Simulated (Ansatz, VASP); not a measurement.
**One calculation of Ni, two programs**

The input POSCAR:

```
Ni
1.0
   -1.4183614364      1.4183614364      1.4183614364
    1.4183614364     -1.4183614364      1.4183614364
    1.4183614364      1.4183614364     -1.4183614364
Ni
1
Direct
    0.0000000000      0.0000000000      0.0000000000
```

Contents of INCAR.step1:

```
  ALGO = Normal
  EDIFF = 1E-4
  ENCUT = 520
  GGA = PE
  ISMEAR = -1
  ISPIN = 2
  LASPH = T
  LCHARG = F
  LMAXMIX = 4
  LREAL = F
  LWAVE = T
  MAGMOM = 0.685
  NBANDS = 15
  NELM = 150
  PREC = Accurate
  SIGMA = 0.05
```

The input INCAR.step2:

```
  ALGO = Normal
  EDIFF = 1E-6
  ENCUT = 520
  ISIF = 2
  ISMEAR = -1
  ISPIN = 2
  ISTART = 1
  LASPH = T
  LCHARG = F
  LMAXMIX = 4
  LMIXTAU = T
  LORBIT = 11
  LREAL = F
  LWAVE = F
  MAGMOM = 0.685
  METAGGA = R2SCAN
  NBANDS = 15
  NELM = 150
  PREC = Accurate
  SIGMA = 0.05
```

The input KPOINTS:

```
k-points
0
Gamma
  18 18 18
```

Input for Ansatz:

```yaml
crystal:
  lattice:
    - [-1.4183614364, 1.4183614364, 1.4183614364]
    - [1.4183614364, -1.4183614364, 1.4183614364]
    - [1.4183614364, 1.4183614364, -1.4183614364]
  atoms:
    - { symbol: Ni, position: [0.0, 0.0, 0.0], spin: 0.685 }
hamiltonian:
  xc: r2scan
  pseudopotentials:
    kind: paw
    azcp:
      Ni: "pseudopotentials/Ni.paw.azcp"
basis:
  ecutwfc: 500
  fft_grid_basis: typed
kpoints:
  mp_grid: { grid: [18, 18, 18], shift: [0, 0, 0] }
magnetization:
  spin_polarized: true
scf:
  occupations: { method: fermi_dirac, width: 0.05 }
  lower_state_search: "off"
output:
  stress: true
```

Alike in both runs: task single point; functional r2SCAN; k mesh 18 × 18 × 18; occupations fermi-dirac, width 0.05 eV; collinear spin.

|  | VASP | Ansatz |
| --- | --- | --- |
| version | VASP 6.6.1 | Ansatz 0.2.0 |
| potentials or method | VASP PAW PBE potentials, release 64 (Ni), cutoff 520 eV | plane waves (500 eV) with PAW, scalar-relativistic |
| valence electrons in the cell | 10 | 18 |

Ansatz gave:

- pressure (GPa): -13.7
- net moment per atom (μB): 0.65
- size of the moment on the site where the two differ most (μB): 0.71

Estimate VASP's values.

pressure (GPa): -13.0; net moment per atom (μB): 0.64; size of the moment on the site where the two differ most (μB): 0.66.

VASP's potentials were made for PBE, not for r2SCAN. Site moments also hang on the region over which each program counts them. The functional is the same, so the differences come from potentials, cutoffs and numerics. VASP's potentials hold 10 valence electrons a cell and Ansatz's 18, so a difference there can come from the potentials and not from the codes. Ansatz's warnings: stability check not made.
